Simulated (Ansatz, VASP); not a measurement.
## One calculation of MoS2, two programs

```
CELL_PARAMETERS angstrom
3.14150 0.00000 0.00000
-1.57075 2.72062 0.00000
0.00000 0.00000 17.33730
ATOMIC_POSITIONS crystal
Mo 0.00000 0.00000 0.00000
S 0.33333 0.66667 0.08987
S 0.33333 0.66667 0.91013
```

Alike in both runs: functional PBEsol; k mesh 12 × 12 × 2; occupations gaussian, width 0.02 eV; no spin polarisation.

Ansatz relaxed the structure, and its values are those at the end. VASP's run is a single point on that final structure, the one shown.

|  | VASP | Ansatz |
| --- | --- | --- |
| version | VASP 6.6.1 | Ansatz 0.2.0 |
| potentials or method | VASP PAW PBE potentials, release 64 (Mo_sv, S), cutoff 520 eV | scalar-relativistic, plane waves, PAW |
| valence electrons in the cell | 26 | 26 |

VASP gave:

```
gap on the k mesh at the Fermi level (eV) : 1.81
least direct gap on the mesh (eV)         : 1.81
```

Which values does Ansatz return?

gap on the k mesh at the Fermi level (eV): 1.80; least direct gap on the mesh (eV): 1.80.

VASP's potentials were made for PBE, not for PBEsol. With one functional, cell and mesh, what is left measures potentials, basis and numerics. Ansatz's warnings: xc potential rough in thin density.
